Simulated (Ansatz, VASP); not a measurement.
# Ca: VASP beside Ansatz

```
Ca
1.0
     0.00000    2.57066    2.68243
     2.57066    0.00000    2.68243
     2.57066    2.57066    0.00000
Ca
1
Cartesian
  0.0000 0.0000 0.0000
```

Change from the starting cell: strain -0.080 along x and y, -0.040 along z, atoms carried along.

Alike in both runs: task single point; functional PBEsol; k mesh 14 × 14 × 14; occupations gaussian, width 0.15 eV; no spin polarisation.

|  | VASP | Ansatz |
| --- | --- | --- |
| version | VASP 6.6.1 | Ansatz 0.2.0 |
| potentials or method | VASP PAW PBE potentials, release 64 (Ca_sv), cutoff 520 eV | scalar-relativistic, plane waves, PAW |
| valence electrons in the cell | 10 | 10 |

|  | VASP | Ansatz | Ansatz less VASP |
| --- | --- | --- | --- |
| gap on the k mesh at the Fermi level (eV) | none | none | - |
| pressure (GPa) | 3.0 | 3.0 | +0.01 |
| traceless stress, the component that is largest in VASP (GPa) | -0.29 | -0.29 | 0.000 |

VASP's potentials were made for PBE, not for PBEsol. A gap of «none» marks a metal or a gap that the smearing closes. The functional is the same, so the differences come from potentials, cutoffs and numerics.
